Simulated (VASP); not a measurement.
# In3As in VASP: notebook, part 2 of 2

VASP 6.6.1. The steps go on from the part before.

### 5 Relaxation of cell and atoms, PBE

This run uses another cell than the first one, of 29.17 Å³/atom, 1.114 times its volume.

File INCAR:

```
SYSTEM = In3As
ALGO = Normal
EDIFF = 1E-7
EDIFFG = -0.04
ENCUT = 600
GGA = PE
IBRION = 2
ISIF = 3
ISMEAR = 0
LASPH = .True.
LCHARG = .False.
LREAL = .False.
LWAVE = .False.
NELM = 80
NSW = 90
PREC = Accurate
SIGMA = 0.1
```

File KPOINTS:

```
k-points
0
Gamma
  6 6 2
  0 0 0
```

File POSCAR:

```
In3As
1.0
    3.6175927343      0.0000000000      0.0000000000
    0.0000000000      3.6175927343      0.0000000000
    0.0000000000      0.0000000000      8.9157641592
In As
3 1
Direct
    0.5000000000      0.5000000000      0.2061855840
    0.5000000000      0.5000000000      0.7938144160
    0.0000000000      0.0000000000      0.0000000000
    0.5000000000      0.5000000000      0.5000000000
```

Potentials or basis: VASP PAW PBE potentials, release 64 (In_d, As).

On the command line:

```bash
$ cat potpaw_PBE.64/In_d/POTCAR potpaw_PBE.64/As/POTCAR > POTCAR
$ mpirun -np 1 vasp_std > vasp.out
```

OUTCAR:

```text
SYSTEM = In3As
   EDIFF = 1E-7
   EDIFFG = -0.04
   ENCUT = 600
   GGA = PE
   IBRION = 2
   ISIF = 3
   ISMEAR = 0
   LASPH = .True.
   LREAL = .False.
   NELM = 80
   NSW = 90
   PREC = Accurate

 ion  position               nearest neighbor table
   1  0.500  0.500  0.206-   4 2.62   3 3.15   3 3.15   3 3.15   3 3.15   2 3.68
   2  0.500  0.500  0.794-   4 2.62   3 3.15   3 3.15   3 3.15   3 3.15   1 3.68
   3  0.000  0.000  0.000-   2 3.15   2 3.15   2 3.15   2 3.15   1 3.15   1 3.15   1 3.15   1 3.15

   4  0.500  0.500  0.500-   1 2.62   2 2.62

  LATTYP: Found a simple tetragonal cell.
 ALAT       =     3.6175927343
 C/A-ratio  =     2.4645571832

  Lattice vectors:

 A1 = (   3.6175927343,   0.0000000000,   0.0000000000)
 A2 = (   0.0000000000,   3.6175927343,   0.0000000000)
 A3 = (   0.0000000000,   0.0000000000,   8.9157641592)

Analysis of symmetry for initial positions (statically):
=====================================================================
 Subroutine PRICEL returns:
 Original cell was already a primitive cell.

 Routine SETGRP: Setting up the symmetry group for a
 simple tetragonal supercell.

 Subroutine GETGRP returns: Found 16 space group operations
 (whereof 16 operations were pure point group operations)
 out of a pool of 16 trial point group operations.

The static configuration has the point symmetry D_4h.

Analysis of symmetry for dynamics (positions and initial velocities):
=====================================================================
 Subroutine PRICEL returns:
 Original cell was already a primitive cell.

 Routine SETGRP: Setting up the symmetry group for a
 simple tetragonal supercell.

 Subroutine GETGRP returns: Found 16 space group operations
 (whereof 16 operations were pure point group operations)
 out of a pool of 16 trial point group operations.

The dynamic configuration has the point symmetry D_4h.

 Subroutine INISYM returns: Found 16 space group operations
[... 108 lines left out ...]
   NUPDOWN=      -1.0000    fix difference up-down
   EMIN   =  10.00;   EMAX   =-10.00  energy-range for DOS
   EFERMI =   0.00;   METHOD = LEGACY
   ISMEAR =     0;   SIGMA  =   0.10  broadening in eV -4-tet -1-fermi 0-gaus
   EFERMI_NEDOS =   21; number of points for ismear=-14 and -15
   IALGO  =     38    algorithm
   IMIX   =      4    mixing-type and parameters
     AMIX     =   0.40;   BMIX     =  1.00
     AMIX_MAG =   1.60;   BMIX_MAG =  1.00
  volume/ion in A,a.u.               =      29.17       196.85
  Fermi-wavevector in a.u.,A,eV,Ry     =   1.182750  2.235074 19.033168  1.398898
  Thomas-Fermi vector in A             =   2.318998
   LORBIT       =      0    0 simple, 1 ext, 2 COOP (PROOUT), +10 PAW based schemes
   GGA     = PE    functional components
   LHFCALC =     F    Hartree Fock is set to
   AEXX    =    0.0000 exact exchange contribution
   IVDW    =     0    specifies the selected vdW correction
   LEPSILON=     F    determine dielectric tensor
   LRPA    =     F    only Hartree local field effects (RPA)
 conjugate gradient relaxation of ions
 non-spin polarized calculation
 Gauss-broadening in eV      SIGMA  =   0.10
  energy-cutoff  :      600.00
  volume of cell :      116.68
 maximum number of plane-waves:      3916
 NGX is ok and might be reduce to    30
   NGX = 15   NGY = 15   NGZ = 35

--------------------------------------- Ionic step        1  -------------------------------------------

 number of electron      43.9999990 magnetization

 Free energy of the ion-electron system (eV)
  ---------------------------------------------------
  ext. energy  EPLUGINS =         0.00000000
  ---------------------------------------------------
  free energy    TOTEN  =       -10.91428494 eV

  energy without entropy =      -10.89057091  energy(sigma->0) =      -10.90242793

------------------------ aborting loop because EDIFF is reached ----------------------------------------

  FORCE on cell =-STRESS in cart. coord.  units (eV):
  Direction    XX          YY          ZZ          XY          YZ          ZX
  --------------------------------------------------------------------------------------
  -------------------------------------------------------------------------------------
  Total        0.1663479      0.1663479      2.5783089      0.0000000      0.0000000     -0.0000000
  in kB        2.2841780      2.2841780     35.4036157      0.0000000      0.0000000     -0.0000000
  external PRESSURE =      13.3239905 kB  Pullay stress =       0.0000000 kB
[... 1272 lines left out ...]
     25       7.0737      0.00000
     26       7.7140      0.00000

[... ionic steps 4 to 19 ...]

--------------------------------------- Ionic step       20  -------------------------------------------

 number of electron      44.0000003 magnetization

------------------------ aborting loop because EDIFF is reached ----------------------------------------
[... 71 lines left out ...]
--------------------------------------- Ionic step       22  -------------------------------------------

 number of electron      43.9999995 magnetization

 Free energy of the ion-electron system (eV)
  ---------------------------------------------------
  ext. energy  EPLUGINS =         0.00000000
  ---------------------------------------------------
  free energy    TOTEN  =       -11.87534555 eV

  energy without entropy =      -11.86722174  energy(sigma->0) =      -11.87128365

 E-fermi :   6.4576     XC(G=0):  -9.9479

 val. band max:        6.4575887173   @ k =   0.5000   0.3333   0.0000
 cond. band min:       6.5004523483   @ k =   0.5000   0.5000   0.0000
 fundamental gap:      0.0428636310
 Fermi energy:         6.4576042016
[... 609 lines left out ...]
  FREE ENERGIE OF THE ION-ELECTRON SYSTEM (eV)
  ---------------------------------------------------
  free  energy   TOTEN  =       -11.8753455550 eV

  energy  without entropy=      -11.8672217365  energy(sigma->0) =      -11.87128365

 reached required accuracy - stopping structural energy minimisation
```

CONTCAR:

```text
In3As
   1.00000000000000
     3.0352832535363410    0.0000000000000000   -0.0000000000000000
     0.0000000000000000    3.0352832535363410   -0.0000000000000000
    -0.0000000000000000   -0.0000000000000000   11.3929910414014248
  In              As
     3     1
Direct
     0.5000000000000000    0.5000000000000000    0.2420534419990064
     0.5000000000000000    0.5000000000000000    0.7579465580010007
     0.0000000000000000    1.0000000000000000    1.0000000000000000
     0.5000000000000000    0.5000000000000000    0.5000000000000000

  0.00000000E+00  0.00000000E+00  0.00000000E+00
  0.00000000E+00  0.00000000E+00  0.00000000E+00
  0.00000000E+00  0.00000000E+00  0.00000000E+00
  0.00000000E+00  0.00000000E+00  0.00000000E+00
```

Run time: 25 min. Hardware: 1 thread of Intel Xeon Platinum 8259CL at 2.50GHz (Skylake/Cascade Lake), shared host; peak memory 0.29 GiB.

What came out:

```yaml
Free_energy: -11.8753 eV
Relaxed_volume: 26.24 Å³/atom
Relaxed_cell: a = 3.035 Å, b = 3.035 Å, c = 11.393 Å, α = 90.00°, β = 90.00°, γ = 90.00°
Space_group_after_relaxing_to_0.05_Å: P4/mmm (No. 123)
Energy_gained_by_relaxing: 240.3 meV/atom
Ionic_steps: 22
Pressure_after_relaxing: -0.1 GPa
Largest_force_after_relaxing: 0.020 eV/Å
Band_gap_on_the_k_mesh: zero (band 22 reaches 9.36 eV, above the bottom of band 23 at 5.02 eV)
```

Forces in eV/Å, atoms in the order of the input:
```
In   0.000  0.000  0.020
In   0.000  0.000 -0.020
In   0.000  0.000  0.000
As   0.000  0.000  0.000
```

Step by step:
| step | energy change (eV) | largest force (eV/Å) | pressure (GPa) | volume (Å³) |
| --- | --- | --- | --- | --- |
| 1 | 0.0000 | 0.2162 | 1.33 | 116.68 |
| 2 | -0.0654 | 0.0991 | -0.30 | 120.79 |
| 3 | -0.0789 | 0.2964 | -1.57 | 124.39 |
| 4 | -0.1149 | 0.4608 | -1.96 | 124.25 |
| 5 | -0.1771 | 0.6769 | -2.40 | 123.40 |
| 6 | -0.2765 | 0.7337 | -1.63 | 118.74 |
| 7 | -0.4618 | 0.8689 | 1.98 | 105.17 |
| 8 | -0.5525 | 0.8336 | 1.99 | 103.84 |
| 9 | -0.7498 | 0.8039 | 2.76 | 100.03 |
| 10 | -0.0745 | 0.6270 | 11.37 | 91.32 |
| 11 | -0.7730 | 0.7066 | 3.04 | 98.62 |
| 12 | -0.8844 | 0.5064 | 0.88 | 103.01 |
| 13 | -0.9076 | 0.3983 | -0.16 | 105.27 |
| 14 | -0.9006 | 0.1708 | -1.76 | 109.88 |
| 15 | -0.9178 | 0.2950 | -0.66 | 106.78 |
| 16 | -0.9512 | 0.1707 | -0.56 | 106.34 |
| 17 | -0.9552 | 0.0983 | -0.46 | 106.12 |
| 18 | -0.9588 | 0.0744 | 0.00 | 104.93 |
| 19 | -0.9591 | 0.0647 | 0.20 | 104.43 |
| 20 | -0.9603 | 0.0553 | 0.11 | 104.61 |
| 21 | -0.9605 | 0.0492 | 0.04 | 104.73 |
| 22 | -0.9611 | 0.0199 | -0.06 | 104.96 |

Final structure:
```yaml
crystal:
  lattice:
    - [3.03528, 0.00000, 0.00000]
    - [0.00000, 3.03528, 0.00000]
    - [0.00000, 0.00000, 11.39299]
  atoms:
    - { symbol: In, position: [0.50000, 0.50000, 0.24205] }
    - { symbol: In, position: [0.50000, 0.50000, 0.75795] }
    - { symbol: In, position: [0.00000, 0.00000, 0.00000] }
    - { symbol: As, position: [0.50000, 0.50000, 0.50000] }
```

Levels at points of the mesh, in eV from the Fermi level:
```
           k point  band 19  band 20  band 21  band 22  band 23  band 24  band 25  band 26
(0.00, 0.00, 0.00)    -5.77    -4.17     0.74     1.50     2.90     2.90     7.27     7.27
(0.50, 0.00, 0.00)    -4.68    -4.30    -3.04    -1.57    -1.24    -0.95     2.29     4.20
(0.50, 0.50, 0.00)    -1.57    -0.70    -0.70    -0.11     0.04     0.18     0.18     1.52
(0.00, 0.00, 0.50)    -6.72    -2.36    -1.90     2.91     2.91     4.18     5.60     7.16
(0.50, 0.00, 0.50)    -4.69    -3.82    -2.99    -2.60    -1.44     0.50     2.19     3.05
(0.50, 0.50, 0.50)    -1.58    -0.86    -0.86    -0.11     0.23     0.55     0.55     1.12
```

Caveat: spin-orbit coupling is left out, which moves the levels of the heavy elements.

### 6 Overview

```tsv
task	cell	k mesh	cutoff (eV)	gap on the mesh (eV)	pressure (GPa)	relaxed volume (Å³/atom)	largest force (eV/Å)
relaxation of cell and atoms	relaxed from a = 3.034, b = 3.034, c = 11.383 Å, 4 atoms	16 × 16 × 4	600	none	0.0	26.24	-
single point	a = 5.112, b = 8.916, c = 3.619 Å, angles 90.0, 135.0, 90.0°, 4 atoms	4 × 4 × 4	520	none	0.1	-	0.01
single point	a = 3.034, b = 3.034, c = 11.383 Å, 4 atoms	6 × 6 × 2	520	none	0.0	-	-
relaxation of cell and atoms	relaxed from a = 3.618, b = 3.618, c = 8.916 Å, 4 atoms	6 × 6 × 2	600	none	-0.1	26.24	0.02
```

Alike in all rows: level PBE; potentials or basis VASP PAW PBE potentials, release 64 (In_d, As); no spin polarisation; smearing gaussian 0.1 eV.

Caveats: some runs use coarse meshes; spin-orbit coupling is left out, which moves the levels of the heavy elements.

Total energies depend on the potentials used, so only differences within one code and one set of settings carry meaning.
